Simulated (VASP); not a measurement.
The system is TaN.

```
Ta N
1.0
     2.69538    0.00000    0.00000
     0.00000    2.69538    0.00000
     0.00000    0.00000    2.69538
Ta N
1 1
Direct
  0.00000 0.00000 0.00000
  0.50000 0.50000 0.50000
```

Base run:

| Quantity | Value |
| --- | --- |
| Program | VASP 6.6.1 |
| Functional | PBE |
| Potentials or basis | VASP PAW PBE potentials, release 64 (Ta_pv, N) |
| Cutoff | 520 eV |
| k mesh | 10 × 10 × 10 |
| Occupations | fermi-dirac, width 0.05 eV |
| Spin | no spin polarisation |

Its results: band gap on the k mesh zero (band 8 reaches 16.55 eV, above the bottom of band 9 at 7.17 eV); pressure 22.2 GPa.

Problem. The run is repeated on the same cell with these changes: potentials or basis from VASP PAW PBE potentials, release 64 (Ta_pv, N) to VASP PAW PBE potentials, release 64 (Ta_sv_GW, N); cutoff from 520 eV to 600 eV; further incar settings from ALGO = Normal; EDIFF = 1e-07; NBANDS = 15 to ALGO = Normal; EDIFF = 1e-06; NBANDS = 16; valence electrons from 16 to 18. What comes out?

Solution. Band gap on the k mesh zero (band 9 reaches 21.19 eV, above the bottom of band 10 at 11.80 eV); pressure 21.1 GPa.

Caveats: spin-orbit coupling is left out, which moves the levels of the heavy elements.
